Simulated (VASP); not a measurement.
# P2C (P4_2/mmc) in VASP: notebook, part 2 of 2

VASP 6.6.1. Earlier steps stand in the parts before.

## Step 4: Single point, PBE, collinear spin

This run uses another cell than the first one, of 17.82 Å³/atom.

Input file INCAR:

```
  PREC = Accurate
  ENCUT = 520
  EDIFF = 1E-6
  ISMEAR = 0
  SIGMA = 0.1
  LREAL = F
  LASPH = T
  NELM = 150
  ALGO = Normal
  ISIF = 2
  LWAVE = F
  LCHARG = F
  ISPIN = 2
  MAGMOM = 0 0 0 0 1 1
  LORBIT = 11
  GGA = PE
  NBANDS = 27
```

Input file KPOINTS:

```
Automatic mesh
0
Gamma
  6 6 2
```

Input file POSCAR:

```
P2C
1.0
    2.8241681751      0.0000000000      0.0000000000
    0.0000000000      2.8241681751      0.0000000000
    0.0000000000      0.0000000000     13.4018108775
P C
4 2
Direct
    0.0000000000      0.5000000000      0.3402429828
    0.5000000000      0.0000000000      0.1597570172
    0.0000000000      0.5000000000      0.6597570172
    0.5000000000      0.0000000000      0.8402429828
    0.0000000000      0.0000000000      0.7500000000
    0.0000000000      0.0000000000      0.2500000000
```

Potentials or basis: VASP PAW PBE potentials, release 64 (P, C).

Launch:

```
cat potpaw_PBE.64/P/POTCAR potpaw_PBE.64/C/POTCAR > POTCAR
mpirun -np 1 vasp_std > vasp.out
```

OUTCAR:

```text
PREC = Accurate
   ENCUT = 520
   EDIFF = 1E-6
   ISMEAR = 0
   LREAL = F
   LASPH = T
   NELM = 150
   ISIF = 2
   ISPIN = 2
   LORBIT = 11
   GGA = PE

 ion  position               nearest neighbor table
   1  0.000  0.500  0.340-   6 1.86   6 1.86
   2  0.500  0.000  0.160-   6 1.86   6 1.86
   3  0.000  0.500  0.660-   5 1.86   5 1.86
   4  0.500  0.000  0.840-   5 1.86   5 1.86
   5  0.000  0.000  0.750-   3 1.86   4 1.86   3 1.86   4 1.86
   6  0.000  0.000  0.250-   1 1.86   2 1.86   1 1.86   2 1.86

  LATTYP: Found a simple tetragonal cell.
 ALAT       =     2.8241681751
 C/A-ratio  =     4.7454011399

  Lattice vectors:

 A1 = (   2.8241681751,   0.0000000000,   0.0000000000)
 A2 = (   0.0000000000,   2.8241681751,   0.0000000000)
 A3 = (   0.0000000000,   0.0000000000,  13.4018108775)

Analysis of symmetry for initial positions (statically):
=====================================================================
 Subroutine PRICEL returns:
 Original cell was already a primitive cell.
[... 1369 lines left out ...]
  -------------------------------------------------------------------------------------
  Total       -0.1715907     -0.1715907     -0.2012092     -0.0000000      0.0000000      0.0000000
  in kB       -2.5719336     -2.5719336     -3.0158785     -0.0000000      0.0000000      0.0000000
  external PRESSURE =      -2.7199152 kB  Pullay stress =       0.0000000 kB

 VOLUME and BASIS-vectors are now :
 -----------------------------------------------------------------------------
  energy-cutoff  :      520.00
  volume of cell :      106.89
      direct lattice vectors                 reciprocal lattice vectors
     2.824168175  0.000000000  0.000000000     0.354086562  0.000000000  0.000000000
     0.000000000  2.824168175  0.000000000     0.000000000  0.354086562  0.000000000
     0.000000000  0.000000000 13.401810878     0.000000000  0.000000000  0.074616782

 POSITION                                       TOTAL-FORCE (eV/Angst)
 -----------------------------------------------------------------------------------
      0.00000      1.41208      4.55987         0.000000      0.000000     -0.072579
      1.41208      0.00000      2.14103        -0.000000      0.000000      0.072579
      0.00000      1.41208      8.84194        -0.000000      0.000000      0.072579
      1.41208      0.00000     11.26078        -0.000000     -0.000000     -0.072579
      0.00000      0.00000     10.05136         0.000000      0.000000     -0.000000
      0.00000      0.00000      3.35045        -0.000000      0.000000     -0.000000
 -----------------------------------------------------------------------------------
    total drift:                               -0.000000     -0.000000      0.000000

  FREE ENERGIE OF THE ION-ELECTRON SYSTEM (eV)
  ---------------------------------------------------
  free  energy   TOTEN  =       -37.5877342931 eV

  energy  without entropy=      -37.5869702712  energy(sigma->0) =      -37.58735228

 total charge

# of ion       s       p       d       tot
------------------------------------------
    1        1.095   1.346   0.000   2.441
    2        1.095   1.346   0.000   2.441
    3        1.095   1.346   0.000   2.441
    4        1.095   1.346   0.000   2.441
    5        0.846   1.631   0.000   2.477
    6        0.846   1.631   0.000   2.477
--------------------------------------------------
tot          6.073   8.647   0.000  14.720

 magnetization (x)

# of ion       s       p       d       tot
------------------------------------------
    1       -0.000  -0.000   0.000  -0.000
    2       -0.000  -0.000   0.000  -0.000
    3       -0.000  -0.000   0.000  -0.000
    4       -0.000  -0.000   0.000  -0.000
    5       -0.000  -0.000   0.000  -0.000
    6       -0.000  -0.000   0.000  -0.000
--------------------------------------------------
tot         -0.000  -0.000   0.000  -0.000
```

Run time: 1.8 min. Hardware: 1 thread of Intel Xeon Platinum 8259CL at 2.50GHz (Skylake/Cascade Lake), shared host; peak memory 0.3 GiB.

What came out:

```yaml
Free_energy: -37.5877 eV
Pressure: -0.3 GPa
Largest_force: 0.073 eV/Å
Band_gap_on_the_k_mesh: zero (filled and empty bands overlap)
Net_moment: 0.00 μB per cell
Valence_electrons_inside_the_program's_atomic_spheres: P 2.44; C 2.48
```

Forces in eV/Å, atoms in the order of the input:
```
P    0.000  0.000 -0.073
P    0.000  0.000  0.073
P    0.000  0.000  0.073
P    0.000  0.000 -0.073
C    0.000  0.000  0.000
C    0.000  0.000  0.000
```

Levels at points of the mesh, in eV from the Fermi level:
Spin up:
| k point | band 10 | band 11 | band 12 | band 13 | band 14 | band 15 | band 16 | band 17 | band 18 | band 19 |
| --- | --- | --- | --- | --- | --- | --- | --- | --- | --- | --- |
| (0.00, 0.00, 0.00) | -3.76 | -3.37 | -2.56 | 1.65 | 2.01 | 3.01 | 3.01 | 3.04 | 3.04 | 3.07 |
| (0.50, 0.00, 0.00) | -3.13 | -2.69 | -2.67 | -2.67 | -2.38 | 1.59 | 2.37 | 3.92 | 3.94 | 4.45 |
| (0.50, 0.50, 0.00) | -4.71 | -3.00 | -3.00 | -2.82 | -2.82 | -2.51 | -2.44 | 1.67 | 1.94 | 3.50 |
| (0.00, 0.00, 0.50) | -3.76 | -2.97 | -2.97 | 1.84 | 1.84 | 3.02 | 3.02 | 3.03 | 3.03 | 3.15 |
| (0.50, 0.00, 0.50) | -3.17 | -2.67 | -2.67 | -2.60 | -2.47 | 1.75 | 2.19 | 3.92 | 3.94 | 4.83 |
| (0.50, 0.50, 0.50) | -4.72 | -3.00 | -3.00 | -2.82 | -2.82 | -2.47 | -2.47 | 1.79 | 1.79 | 3.61 |
Spin down:
```
           k point  band 10  band 11  band 12  band 13  band 14  band 15  band 16  band 17  band 18  band 19
(0.00, 0.00, 0.00)    -3.76    -3.37    -2.56     1.65     2.01     3.01     3.01     3.04     3.04     3.07
(0.50, 0.00, 0.00)    -3.13    -2.69    -2.67    -2.67    -2.38     1.59     2.37     3.92     3.94     4.45
(0.50, 0.50, 0.00)    -4.71    -3.00    -3.00    -2.82    -2.82    -2.51    -2.44     1.67     1.94     3.50
(0.00, 0.00, 0.50)    -3.76    -2.97    -2.97     1.84     1.84     3.02     3.02     3.03     3.03     3.15
(0.50, 0.00, 0.50)    -3.17    -2.67    -2.67    -2.60    -2.47     1.75     2.19     3.92     3.94     4.83
(0.50, 0.50, 0.50)    -4.72    -3.00    -3.00    -2.82    -2.82    -2.47    -2.47     1.79     1.79     3.61
```

Caveat: the k points lie up to 0.37 Å⁻¹ apart, too coarse for converged energies and pressures of a metal; this functional lacks dispersion, which binds layers or chains, so the pressure and a relaxed spacing across them are unreliable.

## Step 5: The runs side by side

```csv
spin,cell,k mesh,gap on the mesh (eV),pressure (GPa),moment (μB),largest force (eV/Å)
collinear,"a = 2.886, b = 2.886, c = 7.302 Å, 6 atoms, atomic positions A",6 × 6 × 4,none,82.4,0.00,7.98
off,"a = 2.830, b = 2.830, c = 13.408 Å, 6 atoms, atomic positions B",14 × 14 × 4,none,-0.3,-,0.07
collinear,"a = 2.824, b = 2.824, c = 13.402 Å, 6 atoms, atomic positions C",6 × 6 × 2,none,-0.3,0.00,0.07
```

Alike in all rows: task single point; level PBE; potentials or basis VASP PAW PBE potentials, release 64 (P, C); cutoff (eV) 520; smearing gaussian 0.1 eV.

Caveats: some runs use coarse meshes; this functional lacks dispersion, which binds layers or chains, so the pressure and a relaxed spacing across them are unreliable (at least some runs); forces of over 1 eV/Å act on the atoms, so gaps and moduli don't describe the material at rest (at least some runs).

Total energies depend on the potentials used, so only differences within one code and one set of settings carry meaning.
